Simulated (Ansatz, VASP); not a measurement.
One calculation of MoS2, two programs

The input INCAR:

```
PREC = Accurate ; ENCUT = 520
EDIFF = 1E-6 ; ISMEAR = -1
SIGMA = 0.05 ; LREAL = F
LASPH = T ; NELM = 100
ALGO = Normal ; ISIF = 2
LWAVE = F ; LCHARG = T
GGA = CA ; LELF = T
LVHAR = T ; NBANDS = 20
```

KPOINTS

```
Automatic mesh
0
Gamma
  10 10 10
```

Contents of POSCAR:

```
MoS2
1.0
    1.6109882594      0.9301045052      6.2706188579
   -1.6109882594      0.9301045052      6.2706188579
    0.0000000000     -1.8602090104      6.2706188579
Mo S
1 2
Direct
    0.0000000000      0.0000000000      0.0000000000
    0.4170000000      0.4170000000      0.4170000000
    0.2500000000      0.2500000000      0.2500000000
```

The input input.yaml:

```yaml
crystal:
  lattice:
    - [1.6109882594, 0.9301045052, 6.2706188579]
    - [-1.6109882594, 0.9301045052, 6.2706188579]
    - [0.0, -1.8602090104, 6.2706188579]
  atoms:
    - { symbol: Mo, position: [0.0, 0.0, 0.0] }
    - { symbol: S, position: [0.417, 0.417, 0.417] }
    - { symbol: S, position: [0.25, 0.25, 0.25] }
kpoints:
  mp_grid: { grid: [10, 10, 10] }
scf:
  occupations: { method: fermi_dirac, width: 0.05 }
hamiltonian:
  xc: lda
  pseudopotentials: { kind: all_electron, lapw: { basis_error: 0.002 } }
output:
  forces: true
  stress: true
  eigenvalues: true
```

Change from the starting cell: volume scaled by 1.06.

Alike in both runs: task single point; functional LDA; k mesh 10 × 10 × 10; occupations fermi-dirac, width 0.05 eV; no spin polarisation.

```csv
,VASP,Ansatz
version,VASP 6.6.1,Ansatz 0.2.0
potentials or method,"VASP PAW LDA potentials, release 64 (Mo_sv, S), cutoff 520 eV","all-electron LAPW, scalar-relativistic"
```

Ansatz gave:

```
gap on the k mesh at the Fermi level (eV)                     : 0.92
least direct gap on the mesh (eV)                             : 1.81
pressure (GPa)                                                : -10.1
traceless stress, the component that is largest in VASP (GPa) : 1.01
rms of the force components (eV/Å)                            : 0.405
```

Which values does VASP return?

gap on the k mesh at the Fermi level (eV): 0.93; least direct gap on the mesh (eV): 1.81; pressure (GPa): -10.1; traceless stress, the component that is largest in VASP (GPa): 0.99; rms of the force components (eV/Å): 0.398.

LDA's correlation is that of Perdew and Zunger in VASP and of Perdew and Wang (1992) in Ansatz. Atom by atom the forces differ by 0.007 eV/Å (rms over components). Ansatz ran all-electron here, and VASP with PAW potentials.
